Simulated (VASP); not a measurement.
A run of VASP 6.6.1 is set up as follows.

INCAR

```
ALGO = Normal
EDIFF = 1E-6
ENCUT = 520
GGA = PS
GGA_COMPAT = False
ISIF = 2
ISMEAR = -1
IVDW = 12
LASPH = True
LCHARG = False
LORBIT = 11
LORBMOM = True
LREAL = False
LSORBIT = True
LWAVE = False
MAGMOM = 0.286 -0.162 0.19
NBANDS = 14
NELM = 150
PREC = Accurate
SIGMA = 0.05
```

KPOINTS

```
k-points
0
Gamma
  8 8 8
```

The input POSCAR:

```
Al
1.0
    0.0000000000      2.0248050000      2.0248050000
    2.0248050000      0.0000000000      2.0248050000
    2.0248050000      2.0248050000      0.0000000000
Al
1
Direct
    0.0000000000      0.0000000000      0.0000000000
```

Potentials or basis: VASP PAW PBE potentials, release 64 (Al).

Command:

```console
$ cat potpaw_PBE.64/Al/POTCAR > POTCAR
$ mpirun -np 1 vasp_ncl > vasp.out
```

(1) Estimate the dispersion energy per atom.

(2) Predict the net moment.

(3) Predict the pressure.

Answers

(1) -0.315 eV.

(2) 0.00 μB per cell.

(3) -5.0 GPa.

Caveat: the PAW data sets were made with another functional, which shifts forces and pressure a little.
